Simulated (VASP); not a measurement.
# Cu (Fm-3m) in VASP: single point with PBEsol

Aim: the single point of Cu with PBEsol.

Program: VASP 6.6.1. These are calculated values, not measurements. Logs are shortened: lines on timing, memory, paths and dates and some standing lists are left out, and cuts for length are marked.

### 1 The cell of the first run

It takes space group Fm-3m (No. 225, cubic). The conventional cell has a = 3.563 Å, b = 3.563 Å, c = 3.563 Å, α = 90.00°, β = 90.00°, γ = 90.00°. Cu (site symmetry m-3m) has 12 Cu at 2.52 Å within 3.3 Å.

### 2 Single point, PBEsol

The input, INCAR:

```
PREC = Accurate
ENCUT = 520
EDIFF = 1E-6
ISMEAR = -1
SIGMA = 0.1
LREAL = False
LASPH = True
NELM = 60
ALGO = Normal
ISIF = 2
LWAVE = False
LCHARG = True
GGA = PS
LELF = True
LVHAR = True
NBANDS = 18
```

The input, KPOINTS:

```
regular mesh
0
Gamma
  16 12 16
```

The input, POSCAR:

```
Cu
1.0
   -1.7816256478      1.7816256478      0.0000000000
    0.0000000000      0.0000000000      3.5632512955
    1.7816256478      1.7816256478      0.0000000000
Cu
2
Direct
    0.0000000000      0.0000000000      0.0000000000
    0.5000000000      0.5000000000      0.5000000000
```

Potentials or basis: VASP PAW PBE potentials, release 64 (Cu).

Started as:

```console
cat potpaw_PBE.64/Cu/POTCAR > POTCAR
mpirun -np 1 vasp_std > vasp.out
```

OUTCAR:

```text
PREC = Accurate
   ENCUT = 520
   EDIFF = 1E-6
   ISMEAR = -1
   LREAL = False
   LASPH = True
   NELM = 60
   ISIF = 2
   GGA = PS

 ion  position               nearest neighbor table
   1  0.000  0.000  0.000-   2 2.52   2 2.52   2 2.52   2 2.52   2 2.52   2 2.52   2 2.52   2 2.52

   2  0.500  0.500  0.500-   1 2.52   1 2.52   1 2.52   1 2.52   1 2.52   1 2.52   1 2.52   1 2.52

  LATTYP: Found a simple tetragonal cell.
 ALAT       =     2.5195991542
 C/A-ratio  =     1.4142135623

  Lattice vectors:

 A1 = (   1.7816256478,  -1.7816256478,   0.0000000000)
 A2 = (   1.7816256478,   1.7816256478,   0.0000000000)
 A3 = (   0.0000000000,   0.0000000000,   3.5632512955)

Analysis of symmetry for initial positions (statically):
=====================================================================
 Subroutine PRICEL returns following result:

  LATTYP: Found a face centered cubic cell.
 ALAT       =     3.5632512956

  Lattice vectors:

 A1 = (   1.7816256478,   0.0000000000,   1.7816256478)
 A2 = (   1.7816256478,   1.7816256478,   0.0000000000)
 A3 = (   0.0000000000,   1.7816256478,   1.7816256477)

   2 primitive cells build up your supercell.

 Routine SETGRP: Setting up the symmetry group for a
 simple tetragonal supercell.

 Subroutine GETGRP returns: Found 16 space group operations
 (whereof 16 operations were pure point group operations)
 out of a pool of 16 trial point group operations.

The static configuration has the point symmetry D_4h.

Analysis of symmetry for dynamics (positions and initial velocities):
=====================================================================
 Subroutine PRICEL returns following result:

  LATTYP: Found a face centered cubic cell.
 ALAT       =     3.5632512956

  Lattice vectors:

 A1 = (   1.7816256478,   0.0000000000,   1.7816256478)
 A2 = (   1.7816256478,   1.7816256478,   0.0000000000)
 A3 = (   0.0000000000,   1.7816256478,   1.7816256477)

   2 primitive cells build up your supercell.

 Routine SETGRP: Setting up the symmetry group for a
 simple tetragonal supercell.

 Subroutine GETGRP returns: Found 16 space group operations
 (whereof 16 operations were pure point group operations)
 out of a pool of 16 trial point group operations.

The dynamic configuration has the point symmetry D_4h.

 Subroutine INISYM returns: Found 16 space group operations
 (whereof 16 operations are pure point group operations),
 and found     2 'primitive' translations

----------------------------------------------------------------------------------------

                                     Primitive cell

  volume of cell :      11.3104

  direct lattice vectors                    reciprocal lattice vectors
     1.781625648  0.000000000  1.781625648     0.280642570 -0.280642570  0.280642570
     1.781625648  1.781625648  0.000000000     0.280642570  0.280642570 -0.280642570
     0.000000000  1.781625648  1.781625648    -0.280642570  0.280642570  0.280642570

  length of vectors
     2.519599154  2.519599154  2.519599154     0.486087189  0.486087189  0.486087189

  position of ions in fractional coordinates (direct lattice)
     0.000000000  0.000000000  0.000000000

  ion indices of the primitive-cell ions
   primitive index   ion index
                 1           1

----------------------------------------------------------------------------------------

 KPOINTS: regular mesh

Automatic generation of k-mesh.
 Grid dimensions read from file:
 generate k-points for:   16   12   16

 Generating k-lattice:

  Cartesian coordinates                     Fractional coordinates (reciprocal lattice)
    -0.017540161  0.017540161  0.000000000     0.062500000  0.000000000  0.000000000
     0.000000000  0.000000000  0.023386881     0.000000000  0.083333333  0.000000000
     0.017540161  0.017540161  0.000000000     0.000000000  0.000000000  0.062500000

  Length of vectors
     0.024805533  0.023386881  0.024805533

  Shift w.r.t. Gamma in fractional coordinates (k-lattice)
     0.000000000  0.000000000  0.000000000

 Subroutine IBZKPT returns following result:
 ===========================================

 Found    315 irreducible k-points:

 Following reciprocal coordinates:
            Coordinates               Weight
  0.000000  0.000000  0.000000      1.000000
  0.062500  0.000000  0.000000      4.000000
  0.125000  0.000000  0.000000      4.000000
  0.187500  0.000000  0.000000      4.000000
  0.250000  0.000000  0.000000      4.000000
  0.312500  0.000000  0.000000      4.000000
[... 16 lines left out ...]
  0.250000  0.166667  0.000000      8.000000
  0.312500  0.166667  0.000000      8.000000
 [... further k-points ...]
   k-points           NKPTS =    315   k-points in BZ     NKDIM =    315   number of bands    NBANDS=     18
   number of dos      NEDOS =    301   number of ions     NIONS =      2
   total plane-waves  NPLWV =  11200
   dimension x,y,z NGX =    20 NGY =   28 NGZ =   20
   dimension x,y,z NGXF=    40 NGYF=   56 NGZF=   40
   ions per type =               2
   NGX,Y,Z   is equivalent  to a cutoff of  13.20, 13.06, 13.20 a.u.
   NGXF,Y,Z  is equivalent  to a cutoff of  26.39, 26.13, 26.39 a.u.
 SYSTEM =  unknown system
   PREC   = accura    normal or accurate (medium, high low for compatibility)
   ISTART =      0    job   : 0-new  1-cont  2-samecut
   ICHARG =      2    charge: 1-file 2-atom 10-const
   ISPIN  =      1    spin polarized calculation?
   LNONCOLLINEAR =      F non collinear calculations
   LSORBIT =      F    spin-orbit coupling
   LASPH  =      T    aspherical Exc in radial PAW
   ENCUT  =  520.0 eV  38.22 Ry    6.18 a.u.   4.68  6.63  4.68*2*pi/ulx,y,z
   NELM   =     60;   NELMIN=  2; NELMDL= -5     # of ELM steps
   EDIFF  = 0.1E-05   stopping-criterion for ELM
   LREAL  =      F    real-space projection
   EDIFFG = 0.1E-04   stopping-criterion for IOM
   NSW    =      0    number of steps for IOM
   IBRION =     -1    ionic relax: 0-MD 1-quasi-New 2-CG
   NFREE  =      0    steps in history (QN), initial steepest desc. (CG)
   ISIF   =      2    stress and relaxation
   ISYM   =      2    0-nonsym 1-usesym 2-fastsym
   POTIM  = 0.5000    time-step for ionic-motion
   TEBEG  =    0.0;   TEEND  =   0.0 temperature during run
   PSTRESS=    0.0 pullay stress
   NELECT =      22.0000    total number of electrons
   NUPDOWN=      -1.0000    fix difference up-down
   EMIN   =  10.00;   EMAX   =-10.00  energy-range for DOS
   EFERMI =   0.00;   METHOD = LEGACY
   ISMEAR =    -1;   SIGMA  =   0.10  broadening in eV -4-tet -1-fermi 0-gaus
   EFERMI_NEDOS =   21; number of points for ismear=-14 and -15
   IALGO  =     38    algorithm
   IMIX   =      4    mixing-type and parameters
     AMIX     =   0.40;   BMIX     =  1.00
     AMIX_MAG =   1.60;   BMIX_MAG =  1.00
  volume/ion in A,a.u.               =      11.31        76.33
  Fermi-wavevector in a.u.,A,eV,Ry     =   1.621982  3.065101 35.794540  2.630824
  Thomas-Fermi vector in A             =   2.715669
   LORBIT       =      0    0 simple, 1 ext, 2 COOP (PROOUT), +10 PAW based schemes
   GGA     = PS    functional components
   LHFCALC =     F    Hartree Fock is set to
   AEXX    =    0.0000 exact exchange contribution
   IVDW    =     0    specifies the selected vdW correction
   LEPSILON=     F    determine dielectric tensor
   LRPA    =     F    only Hartree local field effects (RPA)
 non-spin polarized calculation
  energy-cutoff  :      520.00
  volume of cell :       22.62
 maximum number of plane-waves:       627
 NGX is ok and might be reduce to    20
   NGX =  9   NGY = 13   NGZ =  9

 number of electron      21.9999986 magnetization

 Free energy of the ion-electron system (eV)
  ---------------------------------------------------
  ext. energy  EPLUGINS =         0.00000000
  ---------------------------------------------------
  free energy    TOTEN  =        -8.62689441 eV

  energy without entropy =       -8.60790000  energy(sigma->0) =       -8.61739721

 E-fermi :   7.9495     XC(G=0): -13.1625

 val. band max:        7.9434840262   @ k =   0.5000   0.0000   0.1875
 cond. band min:       7.9861876844   @ k =   0.5000   0.3333   0.1250
 fundamental gap:      0.0427036582
 Fermi energy:         7.9494919983

 k-point     1 :       0.0000    0.0000    0.0000
  band No.  band energies     occupation
      1      -1.7776      2.00000
      2       2.7981      2.00000
      3       3.2863      2.00000
      4       4.7817      2.00000
      5       4.7817      2.00000
      6       4.7826      2.00000
[... 10 lines left out ...]
     17      28.9122      0.00000
     18      30.8754      0.00000

 k-point     2 :       0.0625    0.0000    0.0000
  band No.  band energies     occupation
      1      -1.6796      2.00000
      2       2.8449      2.00000
      3       3.3144      2.00000
      4       4.7575      2.00000
      5       4.7995      2.00000
      6       4.8060      2.00000
[... 10 lines left out ...]
     17      29.6018      0.00000
     18      30.4566      0.00000

 k-point     3 :       0.1250    0.0000    0.0000
  band No.  band energies     occupation
      1      -1.3883      2.00000
      2       2.9783      2.00000
      3       3.3957      2.00000
      4       4.6891      2.00000
      5       4.8521      2.00000
      6       4.8672      2.00000
[... 10 lines left out ...]
     17      29.0031      0.00000
     18      30.2337      0.00000

 k-point     4 :       0.1875    0.0000    0.0000
  band No.  band energies     occupation
      1      -0.9122      2.00000
      2       3.1781      2.00000
      3       3.5190      2.00000
      4       4.5880      2.00000
      5       4.9368      2.00000
      6       4.9369      2.00000
[... 375 lines left out ...]
      4       4.5676      2.00000
      5       4.9433      2.00000
      6       4.9437      2.00000
[... 10 lines left out ...]
     17      27.5606      0.00000
     18      31.1089      0.00000

 k-point    23 :       0.2500    0.1667    0.0000
  band No.  band energies     occupation
      1       0.0373      2.00000
      2       3.3863      2.00000
      3       3.7504      2.00000
      4       4.4927      2.00000
      5       4.9155      2.00000
      6       4.9597      2.00000
[... 10 lines left out ...]
     17      27.8657      0.00000
     18      29.2447      0.00000

 k-point    24 :       0.3125    0.1667    0.0000
  band No.  band energies     occupation
      1       0.7803      2.00000
      2       3.4989      2.00000
      3       3.9259      2.00000
      4       4.4366      2.00000
      5       4.7376      2.00000
      6       4.9241      2.00000
[... 10 lines left out ...]
     17      27.3514      0.00000
     18      28.2375      0.00000

 [... further k-points ...]

------------------------ aborting loop because EDIFF is reached ----------------------------------------

  FORCE on cell =-STRESS in cart. coord.  units (eV):
  Direction    XX          YY          ZZ          XY          YZ          ZX
  --------------------------------------------------------------------------------------
  -------------------------------------------------------------------------------------
  Total        0.1191608      0.1191608      0.0687519      0.0000000     -0.0000000      0.0000000
  in kB        8.4398516      8.4398516      4.8695187      0.0000000     -0.0000000      0.0000000
  external PRESSURE =       7.2497406 kB  Pullay stress =       0.0000000 kB

 VOLUME and BASIS-vectors are now :
 -----------------------------------------------------------------------------
  energy-cutoff  :      520.00
  volume of cell :       22.62
      direct lattice vectors                 reciprocal lattice vectors
    -1.781625648  1.781625648  0.000000000    -0.280642570  0.280642570  0.000000000
     0.000000000  0.000000000  3.563251296     0.000000000  0.000000000  0.280642570
     1.781625648  1.781625648  0.000000000     0.280642570  0.280642570  0.000000000

 POSITION                                       TOTAL-FORCE (eV/Angst)
 -----------------------------------------------------------------------------------
      0.00000      0.00000      0.00000        -0.000000     -0.000000      0.000000
      0.00000      1.78163      1.78163         0.000000      0.000000     -0.000000
 -----------------------------------------------------------------------------------
    total drift:                               -0.000000     -0.000000      0.000000

  FREE ENERGIE OF THE ION-ELECTRON SYSTEM (eV)
  ---------------------------------------------------
  free  energy   TOTEN  =        -8.6268944089 eV

  energy  without entropy=       -8.6079000047  energy(sigma->0) =       -8.61739721
```

Run time: 56 s. Hardware: 1 thread of Intel Xeon Platinum 8488C (Sapphire Rapids), shared host; peak memory 0.21 GiB.

What came out:

* Free energy: -8.6269 eV
* Pressure: 0.7 GPa
* Band gap on the k mesh: zero (bands 11 and 12 overlap by 8.32 eV)

Levels at points of the mesh, in eV from the Fermi level:
```tsv
k point	band 7	band 8	band 9	band 10	band 11	band 12	band 13	band 14	band 15	band 16
(0.00, 0.00, 0.00)	-2.28	-2.28	-1.69	-1.52	-1.52	1.42	7.40	13.37	13.37	18.00
(0.50, 0.00, 0.00)	-2.63	-2.63	-2.29	-2.29	-0.30	-0.30	9.95	9.95	11.23	11.23
(0.00, 0.50, 0.00)	-2.46	-2.46	-2.46	-2.46	-1.99	-1.99	17.54	17.54	17.54	17.54
(0.50, 0.50, 0.00)	-1.67	-1.67	-1.67	-1.67	-1.17	-1.17	3.96	3.96	21.40	21.40
(0.50, 0.00, 0.50)	-1.52	-1.52	-1.52	-1.52	1.42	1.42	7.40	7.40	13.37	13.37
(0.50, 0.50, 0.50)	-2.33	-2.33	-1.52	-1.52	6.33	6.33	6.33	6.33	8.49	8.49
```

Caveat: the PAW data sets were made with another functional, which shifts forces and pressure a little.
